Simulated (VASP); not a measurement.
Here is a VASP 6.6.1 calculation.

File INCAR:

```
PREC = Accurate
ENCUT = 520
EDIFF = 1E-6
ISMEAR = 0
SIGMA = 0.1
LREAL = F
LASPH = T
NELM = 100
ALGO = Normal
ISIF = 2
LWAVE = F
LCHARG = F
GGA = PE
IBRION = 2
NSW = 50
EDIFFG = -0.01
```

The input KPOINTS:

```
Automatic mesh
0
Gamma
  6 6 6
```

The input POSCAR:

```
Si7B
1.0
    5.1565652677      0.0000000000      0.0000000000
    0.0000000000      5.1565652677      0.0000000000
    0.0000000000      0.0000000000      5.1565652677
Si B
7 1
Direct
    0.2266533350      0.2266533350      0.2266533350
    0.0000000000      0.5000000000      0.5000000000
    0.5000000000      0.5000000000      0.0000000000
    0.5000000000      0.0000000000      0.5000000000
    0.7733466650      0.2266533350      0.7733466650
    0.7733466650      0.7733466650      0.2266533350
    0.2266533350      0.7733466650      0.7733466650
    0.0000000000      0.0000000000      0.0000000000
```

Potentials or basis: VASP PAW PBE potentials, release 64 (Si, B).

The run is started by

```bash
$ cat potpaw_PBE.64/Si/POTCAR potpaw_PBE.64/B/POTCAR > POTCAR
$ mpirun -np 1 vasp_std > vasp.out
```

**Question.** What does it give for the band gap on the k mesh?

**Answer.** Zero (an odd number of electrons rules out a gap without spin polarisation).

**Question.** What does it give for the energy gained by relaxing?

**Answer.** 0.1 meV/atom.

The path:
| step | energy change (eV) | largest force (eV/Å) | pressure (GPa) |
| --- | --- | --- | --- |
| 1 | 0.0000 | 0.0626 | 6.73 |
| 2 | -0.0004 | 0.0066 | 6.70 |
